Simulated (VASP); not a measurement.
# Cu (P4/nmm) in VASP: notebook, part 2 of 2

VASP 6.6.1. The steps go on from the part before.

### 3 Single point, PBE (mode 6 (244.6 1/cm) frozen in, largest displacement +0.225 Å)

INCAR reads:

```
PREC     = Accurate       # precision mode
ENCUT    = 520            # plane-wave cutoff, eV
EDIFF    = 1E-6           # SCF threshold, eV
ISMEAR   = 0              # smearing method
SIGMA    = 0.15           # smearing width, eV
LREAL    = False          # projectors in reciprocal space
LASPH    = True           # aspherical terms in the spheres
NELM     = 100            # most SCF steps
ALGO     = Fast           # electronic algorithm
ISIF     = 2              # what is computed and relaxed
LWAVE    = False          # write WAVECAR
LCHARG   = False          # write CHGCAR
GGA      = PE             # functional
NBANDS   = 18             # bands
```

KPOINTS reads:

```
Automatic mesh
0
Gamma
  18 18 14
```

POSCAR reads:

```
Cu
1.0
    0.0000000000     -1.8075000000     -1.8075000000
    0.0000000000      1.8075000000     -1.8075000000
    3.6150000000      0.0000000000      0.0000000000
Cu
2
Direct
    0.5000000000      0.5000000000      0.5622406639
    0.0000000000      0.0000000000     -0.0622406639
```

Potentials or basis: VASP PAW PBE potentials, release 64 (Cu).

The run is started by

```bash
cat potpaw_PBE.64/Cu/POTCAR > POTCAR
mpirun -np 1 vasp_std > vasp.out
```

OUTCAR:

```text
PREC = Accurate
   ENCUT = 520
   EDIFF = 1E-6
   ISMEAR = 0
   LREAL = False
   LASPH = True
   NELM = 100
   ISIF = 2
   GGA = PE

 ion  position               nearest neighbor table
   1  0.500  0.500  0.562-   2 2.26   2 2.26   2 2.26   2 2.26
   2  0.000  0.000  0.938-   1 2.26   1 2.26   1 2.26   1 2.26

  LATTYP: Found a simple tetragonal cell.
 ALAT       =     2.5561910140
 C/A-ratio  =     1.4142135624

  Lattice vectors:

 A1 = (   0.0000000000,  -1.8075000000,  -1.8075000000)
 A2 = (   0.0000000000,   1.8075000000,  -1.8075000000)
 A3 = (   3.6150000000,   0.0000000000,   0.0000000000)

Analysis of symmetry for initial positions (statically):
=====================================================================
 Subroutine PRICEL returns:
 Original cell was already a primitive cell.

 Routine SETGRP: Setting up the symmetry group for a
 simple tetragonal supercell.

 Subroutine GETGRP returns: Found 16 space group operations
 (whereof  8 operations were pure point group operations)
 out of a pool of 16 trial point group operations.

The static configuration has the point symmetry C_4v.
 The point group associated with its full space group is D_4h.

Analysis of symmetry for dynamics (positions and initial velocities):
=====================================================================
 Subroutine PRICEL returns:
 Original cell was already a primitive cell.

 Routine SETGRP: Setting up the symmetry group for a
 simple tetragonal supercell.

 Subroutine GETGRP returns: Found 16 space group operations
 (whereof  8 operations were pure point group operations)
 out of a pool of 16 trial point group operations.

The dynamic configuration has the point symmetry C_4v.
 The point group associated with its full space group is D_4h.

 Subroutine INISYM returns: Found 16 space group operations
 (whereof  8 operations are pure point group operations),
 and found     1 'primitive' translations

----------------------------------------------------------------------------------------

                                     Primitive cell

  volume of cell :      23.6208

  direct lattice vectors                    reciprocal lattice vectors
     0.000000000 -1.807500000 -1.807500000     0.000000000 -0.276625173 -0.276625173
     0.000000000  1.807500000 -1.807500000     0.000000000  0.276625173 -0.276625173
     3.615000000  0.000000000  0.000000000     0.276625173  0.000000000  0.000000000

  length of vectors
     2.556191014  2.556191014  3.615000000     0.391207071  0.391207071  0.276625173

  position of ions in fractional coordinates (direct lattice)
     0.500000000  0.500000000  0.562240664
     0.000000000  0.000000000  0.937759336

  ion indices of the primitive-cell ions
   primitive index   ion index
                 1           1
                 2           2

----------------------------------------------------------------------------------------

 KPOINTS: Automatic mesh

Automatic generation of k-mesh.
 Grid dimensions read from file:
 generate k-points for:   18   18   14

 Generating k-lattice:

  Cartesian coordinates                     Fractional coordinates (reciprocal lattice)
     0.000000000 -0.015368065 -0.015368065     0.055555556  0.000000000  0.000000000
     0.000000000  0.015368065 -0.015368065     0.000000000  0.055555556  0.000000000
     0.019758941  0.000000000  0.000000000     0.000000000  0.000000000  0.071428571

  Length of vectors
     0.021733726  0.021733726  0.019758941

  Shift w.r.t. Gamma in fractional coordinates (k-lattice)
     0.000000000  0.000000000  0.000000000

 Subroutine IBZKPT returns following result:
 ===========================================

 Found    440 irreducible k-points:

 Following reciprocal coordinates:
            Coordinates               Weight
  0.000000  0.000000  0.000000      1.000000
  0.055556  0.000000  0.000000      4.000000
  0.111111  0.000000  0.000000      4.000000
  0.166667  0.000000  0.000000      4.000000
  0.222222  0.000000  0.000000      4.000000
  0.277778  0.000000  0.000000      4.000000
[... 16 lines left out ...]
  0.277778  0.111111  0.000000      8.000000
  0.333333  0.111111  0.000000      8.000000
 [... further k-points ...]
   k-points           NKPTS =    440   k-points in BZ     NKDIM =    440   number of bands    NBANDS=     18
   number of dos      NEDOS =    301   number of ions     NIONS =      2
   total plane-waves  NPLWV =  11200
   dimension x,y,z NGX =    20 NGY =   20 NGZ =   28
   dimension x,y,z NGXF=    40 NGYF=   40 NGZF=   56
   ions per type =               2
   NGX,Y,Z   is equivalent  to a cutoff of  13.01, 13.01, 12.88 a.u.
   NGXF,Y,Z  is equivalent  to a cutoff of  26.01, 26.01, 25.75 a.u.
 SYSTEM =  unknown system
   PREC   = accura    normal or accurate (medium, high low for compatibility)
   ISTART =      0    job   : 0-new  1-cont  2-samecut
   ICHARG =      2    charge: 1-file 2-atom 10-const
   ISPIN  =      1    spin polarized calculation?
   LNONCOLLINEAR =      F non collinear calculations
   LSORBIT =      F    spin-orbit coupling
   LASPH  =      T    aspherical Exc in radial PAW
   ENCUT  =  520.0 eV  38.22 Ry    6.18 a.u.   4.75  4.75  6.72*2*pi/ulx,y,z
   NELM   =    100;   NELMIN=  2; NELMDL= -5     # of ELM steps
   EDIFF  = 0.1E-05   stopping-criterion for ELM
   LREAL  =      F    real-space projection
   EDIFFG = 0.1E-04   stopping-criterion for IOM
   NSW    =      0    number of steps for IOM
   IBRION =     -1    ionic relax: 0-MD 1-quasi-New 2-CG
   NFREE  =      0    steps in history (QN), initial steepest desc. (CG)
   ISIF   =      2    stress and relaxation
   ISYM   =      2    0-nonsym 1-usesym 2-fastsym
   POTIM  = 0.5000    time-step for ionic-motion
   TEBEG  =    0.0;   TEEND  =   0.0 temperature during run
   PSTRESS=    0.0 pullay stress
   NELECT =      22.0000    total number of electrons
   NUPDOWN=      -1.0000    fix difference up-down
   EMIN   =  10.00;   EMAX   =-10.00  energy-range for DOS
   EFERMI =   0.00;   METHOD = LEGACY
   ISMEAR =     0;   SIGMA  =   0.15  broadening in eV -4-tet -1-fermi 0-gaus
   EFERMI_NEDOS =   21; number of points for ismear=-14 and -15
   IALGO  =     68    algorithm
   IMIX   =      4    mixing-type and parameters
     AMIX     =   0.40;   BMIX     =  1.00
     AMIX_MAG =   1.60;   BMIX_MAG =  1.00
  volume/ion in A,a.u.               =      11.81        79.70
  Fermi-wavevector in a.u.,A,eV,Ry     =   1.598763  3.021224 34.777078  2.556043
  Thomas-Fermi vector in A             =   2.696162
   LORBIT       =      0    0 simple, 1 ext, 2 COOP (PROOUT), +10 PAW based schemes
   GGA     = PE    functional components
   LHFCALC =     F    Hartree Fock is set to
   AEXX    =    0.0000 exact exchange contribution
   IVDW    =     0    specifies the selected vdW correction
   LEPSILON=     F    determine dielectric tensor
   LRPA    =     F    only Hartree local field effects (RPA)
 non-spin polarized calculation
 RMM-DIIS sequential band-by-band and
 Gauss-broadening in eV      SIGMA  =   0.15
  energy-cutoff  :      520.00
  volume of cell :       23.62
 maximum number of plane-waves:       664
 NGX is ok and might be reduce to    20
   NGX =  9   NGY =  9   NGZ = 13

 number of electron      21.9999985 magnetization

 Free energy of the ion-electron system (eV)
  ---------------------------------------------------
  ext. energy  EPLUGINS =         0.00000000
  ---------------------------------------------------
  free energy    TOTEN  =        -6.69420525 eV

  energy without entropy =       -6.68742288  energy(sigma->0) =       -6.69081407

 E-fermi :   7.6720     XC(G=0): -12.6305

 val. band max:        7.6703488156   @ k =   0.4444   0.3889   0.0000
 cond. band min:       7.6737096154   @ k =   0.5000   0.1111   0.3571
 fundamental gap:      0.0033607998
 Fermi energy:         7.6720232861

 k-point     1 :       0.0000    0.0000    0.0000
  band No.  band energies     occupation
      1      -1.8217      2.00000
      2       2.5054      2.00000
      3       2.6608      2.00000
      4       4.3775      2.00000
      5       4.3775      2.00000
      6       4.7571      2.00000
[... 10 lines left out ...]
     17      27.7078      0.00000
     18      30.8609      0.00000
[... 463 lines left out ...]
 k-point    24 :       0.3333    0.1111    0.0000
  band No.  band energies     occupation
      1       0.9001      2.00000
      2       2.9374      2.00000
      3       3.5026      2.00000
      4       3.7093      2.00000
      5       4.2602      2.00000
      6       4.4819      2.00000
[... 10 lines left out ...]
     17      23.0132      0.00000
     18      28.5325      0.00000

 [... further k-points ...]

------------------------ aborting loop because EDIFF is reached ----------------------------------------

  FORCE on cell =-STRESS in cart. coord.  units (eV):
  Direction    XX          YY          ZZ          XY          YZ          ZX
  --------------------------------------------------------------------------------------
  -------------------------------------------------------------------------------------
  Total        2.6291159      3.4537368      3.4537368      0.0000000      0.0000000      0.0000000
  in kB      178.3304108    234.2636536    234.2636536      0.0000000      0.0000000      0.0000000
  external PRESSURE =     215.6192393 kB  Pullay stress =       0.0000000 kB

 VOLUME and BASIS-vectors are now :
 -----------------------------------------------------------------------------
  energy-cutoff  :      520.00
  volume of cell :       23.62
      direct lattice vectors                 reciprocal lattice vectors
     0.000000000 -1.807500000 -1.807500000     0.000000000 -0.276625173 -0.276625173
     0.000000000  1.807500000 -1.807500000     0.000000000  0.276625173 -0.276625173
     3.615000000  0.000000000  0.000000000     0.276625173  0.000000000  0.000000000

 POSITION                                       TOTAL-FORCE (eV/Angst)
 -----------------------------------------------------------------------------------
      2.03250      0.00000     -1.80750        -3.604480     -0.000000     -0.000000
      3.39000      0.00000      0.00000         3.604480      0.000000      0.000000
 -----------------------------------------------------------------------------------
    total drift:                                0.000000      0.000000      0.000000

  FREE ENERGIE OF THE ION-ELECTRON SYSTEM (eV)
  ---------------------------------------------------
  free  energy   TOTEN  =        -6.6942052499 eV

  energy  without entropy=       -6.6874228806  energy(sigma->0) =       -6.69081407
```

Wall time 64 s (1 thread of Intel Xeon 6975P-C (Granite Rapids), shared host); peak memory 0.25 GiB.

Results:

- Free energy: -6.6942 eV
- Pressure: 21.6 GPa
- Largest force: 3.604 eV/Å
- Band gap on the k mesh: zero (band 11 reaches 12.35 eV, above the bottom of band 12 at 6.00 eV)

Forces on the atoms (eV/Å):
```
Cu  -3.604  0.000  0.000
Cu   3.604  0.000  0.000
```

Levels at points of the mesh, in eV from the Fermi level:
| k point | band 8 | band 9 | band 10 | band 11 | band 12 | band 13 | band 14 | band 15 |
| --- | --- | --- | --- | --- | --- | --- | --- | --- |
| (0.00, 0.00, 0.00) | -2.55 | -1.66 | -1.66 | -1.60 | 2.50 | 6.21 | 13.00 | 13.00 |
| (0.50, 0.00, 0.00) | -2.84 | -1.77 | -1.77 | -0.46 | -0.46 | 8.33 | 8.33 | 12.40 |
| (0.50, 0.50, 0.00) | -1.82 | -1.69 | -1.69 | 1.46 | 1.46 | 7.14 | 7.14 | 13.67 |
| (0.00, 0.00, 0.50) | -2.67 | -2.09 | -2.09 | -1.79 | -1.67 | 15.82 | 15.82 | 16.30 |
| (0.50, 0.00, 0.50) | -2.21 | -1.54 | -1.54 | -0.80 | -0.80 | 3.61 | 3.61 | 21.33 |
| (0.50, 0.50, 0.50) | -2.19 | -1.69 | -1.69 | 4.68 | 4.68 | 7.83 | 7.83 | 8.00 |

Caveat: the cell differs from its parent crystal (mode 6 (244.6 1/cm) frozen in, largest displacement +0.225 Å); forces of over 1 eV/Å act on the atoms, so gaps and moduli don't describe the material at rest.

### 4 Single point, PBE (mode 6 (244.6 1/cm) frozen in, largest displacement -0.150 Å)

INCAR reads:

```
SYSTEM = Cu
PREC     = Accurate       ! precision mode
ENCUT    = 520            ! plane-wave cutoff, eV
EDIFF    = 1E-6           ! SCF threshold, eV
ISMEAR   = 0              ! smearing method
SIGMA    = 0.15           ! smearing width, eV
LREAL    = .False.        ! projectors in reciprocal space
LASPH    = .True.         ! aspherical terms in the spheres
NELM     = 60             ! most SCF steps
ALGO     = Fast           ! electronic algorithm
ISIF     = 2              ! what is computed and relaxed
LWAVE    = .False.        ! write WAVECAR
LCHARG   = .False.        ! write CHGCAR
GGA      = PE             ! functional
NBANDS   = 18             ! bands
```

KPOINTS reads:

```
regular mesh
0
Gamma
  18 18 14
  0 0 0
```

POSCAR reads:

```
Cu
1.0
    0.0000000000     -1.8075000000     -1.8075000000
    0.0000000000      1.8075000000     -1.8075000000
    3.6150000000      0.0000000000      0.0000000000
Cu
2
Direct
    0.5000000000      0.5000000000      0.4585062241
    0.0000000000      0.0000000000      0.0414937759
```

Potentials or basis: VASP PAW PBE potentials, release 64 (Cu).

The run is started by

```bash
cat potpaw_PBE.64/Cu/POTCAR > POTCAR
mpirun -np 1 vasp_std > vasp.out
```

OUTCAR:

```text
SYSTEM = Cu
   PREC = Accurate
   ENCUT = 520
   EDIFF = 1E-6
   ISMEAR = 0
   LREAL = .False.
   LASPH = .True.
   NELM = 60
   ISIF = 2
   GGA = PE

 ion  position               nearest neighbor table
   1  0.500  0.500  0.459-   2 2.35   2 2.35   2 2.35   2 2.35   2 2.78   2 2.78   2 2.78   2 2.78

   2  0.000  0.000  0.041-   1 2.35   1 2.35   1 2.35   1 2.35   1 2.78   1 2.78   1 2.78   1 2.78

  LATTYP: Found a simple tetragonal cell.
 ALAT       =     2.5561910140
 C/A-ratio  =     1.4142135624

  Lattice vectors:

 A1 = (   0.0000000000,  -1.8075000000,  -1.8075000000)
 A2 = (   0.0000000000,   1.8075000000,  -1.8075000000)
 A3 = (   3.6150000000,   0.0000000000,   0.0000000000)

Analysis of symmetry for initial positions (statically):
=====================================================================
 Subroutine PRICEL returns:
 Original cell was already a primitive cell.

 Routine SETGRP: Setting up the symmetry group for a
 simple tetragonal supercell.

 Subroutine GETGRP returns: Found 16 space group operations
 (whereof  8 operations were pure point group operations)
 out of a pool of 16 trial point group operations.

[... 165 lines left out ...]

 E-fermi :   7.6304     XC(G=0): -12.6828

 val. band max:        7.6286769871   @ k =   0.4444   0.3889   0.0000
 cond. band min:       7.6338368580   @ k =   0.3889   0.2222   0.4286
 fundamental gap:      0.0051598708
 Fermi energy:         7.6304445821

 k-point     1 :       0.0000    0.0000    0.0000
  band No.  band energies     occupation
      1      -1.7913      2.00000
      2       2.6051      2.00000
      3       2.9427      2.00000
      4       4.4679      2.00000
      5       4.4679      2.00000
      6       4.6445      2.00000
[... 481 lines left out ...]
      5       4.2216      2.00000
      6       4.7082      2.00000
[... 10 lines left out ...]
     17      22.8373      0.00000
     18      28.4738      0.00000

 [... further k-points ...]

------------------------ aborting loop because EDIFF is reached ----------------------------------------

  FORCE on cell =-STRESS in cart. coord.  units (eV):
  Direction    XX          YY          ZZ          XY          YZ          ZX
  --------------------------------------------------------------------------------------
  -------------------------------------------------------------------------------------
  Total        1.5006511      1.7500587      1.7500587      0.0000000      0.0000000      0.0000000
  in kB      101.7877227    118.7048006    118.7048006      0.0000000      0.0000000      0.0000000
  external PRESSURE =     113.0657746 kB  Pullay stress =       0.0000000 kB

 VOLUME and BASIS-vectors are now :
 -----------------------------------------------------------------------------
  energy-cutoff  :      520.00
  volume of cell :       23.62
      direct lattice vectors                 reciprocal lattice vectors
     0.000000000 -1.807500000 -1.807500000     0.000000000 -0.276625173 -0.276625173
     0.000000000  1.807500000 -1.807500000     0.000000000  0.276625173 -0.276625173
     3.615000000  0.000000000  0.000000000     0.276625173  0.000000000  0.000000000

 POSITION                                       TOTAL-FORCE (eV/Angst)
 -----------------------------------------------------------------------------------
      1.65750      0.00000     -1.80750         2.248947      0.000000      0.000000
      0.15000      0.00000      0.00000        -2.248947      0.000000     -0.000000
 -----------------------------------------------------------------------------------
    total drift:                               -0.000000      0.000000      0.000000

  FREE ENERGIE OF THE ION-ELECTRON SYSTEM (eV)
  ---------------------------------------------------
  free  energy   TOTEN  =        -7.1304821041 eV

  energy  without entropy=       -7.1241084879  energy(sigma->0) =       -7.12729530
```

stdout:

```text
POSCAR found type information on POSCAR Cu
 POSCAR found :  1 types and       2 ions
 scaLAPACK will be used
 LDA part: xc-table for (Slater+PW92), standard interpolation
 POSCAR, INCAR and KPOINTS ok, starting setup
 FFT: planning ... GRIDC
 FFT: planning ... GRID_SOFT
 FFT: planning ... GRID
 WAVECAR not read
 entering main loop
WARNING in EDDRMM: call to ZHEGV failed, returncode =   6  3     18
```

Wall time 64 s (1 thread of Intel Xeon 6975P-C (Granite Rapids), shared host); peak memory 0.25 GiB.

Results:

- Free energy: -7.1305 eV
- Pressure: 11.3 GPa
- Largest force: 2.249 eV/Å
- Band gap on the k mesh: zero (band 11 reaches 12.80 eV, above the bottom of band 12 at 5.88 eV)

Forces on the atoms (eV/Å):
```
Cu   2.249  0.000  0.000
Cu  -2.249  0.000  0.000
```

Stress tensor (GPa, compression positive):
```
10.18  0.00  0.00
 0.00 11.87  0.00
 0.00  0.00 11.87
```

Caveat: the cell differs from its parent crystal (mode 6 (244.6 1/cm) frozen in, largest displacement -0.150 Å); forces of over 1 eV/Å act on the atoms, so gaps and moduli don't describe the material at rest.

### 5 Single point, PBE (mode 6 (244.6 1/cm) frozen in, largest displacement +0.075 Å)

INCAR reads:

```
PREC     = Accurate       # precision mode
ENCUT    = 520            # plane-wave cutoff, eV
EDIFF    = 1E-7           # SCF threshold, eV
ISMEAR   = 0              # smearing method
SIGMA    = 0.15           # smearing width, eV
LREAL    = F              # projectors in reciprocal space
LASPH    = T              # aspherical terms in the spheres
NELM     = 60             # most SCF steps
ALGO     = Fast           # electronic algorithm
ISIF     = 2              # what is computed and relaxed
LWAVE    = F              # write WAVECAR
LCHARG   = F              # write CHGCAR
GGA      = PE             # functional
NBANDS   = 18             # bands
```

KPOINTS reads:

```
regular mesh
0
Gamma
  18 18 14
```

POSCAR reads:

```
Cu
1.0
    0.0000000000     -1.8075000000     -1.8075000000
    0.0000000000      1.8075000000     -1.8075000000
    3.6150000000      0.0000000000      0.0000000000
Cu
2
Direct
    0.5000000000      0.5000000000      0.5207468880
    0.0000000000      0.0000000000     -0.0207468880
```

The run is started by

```bash
cat potpaw_PBE.64/Cu/POTCAR > POTCAR
mpirun -np 1 vasp_std > vasp.out
```

It took 68 s on 1 thread of Intel Xeon 6975P-C (Granite Rapids), shared host; peak memory 0.25 GiB.

Results (log left out):

* Free energy: -7.3772 eV
* Pressure: 4.5 GPa
* Largest force: 1.068 eV/Å
* Band gap on the k mesh: zero (band 11 reaches 13.28 eV, above the bottom of band 12 at 5.77 eV)

Forces on the atoms (eV/Å):
```
Cu  -1.068  0.000  0.000
Cu   1.068  0.000  0.000
```

Stress tensor (GPa, compression positive):
```
4.09 0.00 0.00
0.00 4.64 0.00
0.00 0.00 4.64
```

Levels at points of the mesh, in eV from the Fermi level:
| k point | band 9 | band 10 | band 11 | band 12 | band 13 | band 14 |
| --- | --- | --- | --- | --- | --- | --- |
| (0.00, 0.00, 0.00) | -1.67 | -1.52 | -1.52 | 1.60 | 6.99 | 13.06 |
| (0.50, 0.00, 0.00) | -2.11 | -2.11 | -0.34 | -0.34 | 9.38 | 9.38 |
| (0.50, 0.50, 0.00) | -1.53 | -1.53 | 1.48 | 1.48 | 7.10 | 7.10 |
| (0.00, 0.00, 0.50) | -2.22 | -2.22 | -2.11 | -1.84 | 16.65 | 16.65 |
| (0.50, 0.00, 0.50) | -1.64 | -1.64 | -0.98 | -0.98 | 3.72 | 3.72 |
| (0.50, 0.50, 0.50) | -1.53 | -1.53 | 5.67 | 5.67 | 6.72 | 6.72 |

Caveat: the cell differs from its parent crystal (mode 6 (244.6 1/cm) frozen in, largest displacement +0.075 Å); forces of over 1 eV/Å act on the atoms, so gaps and moduli don't describe the material at rest.
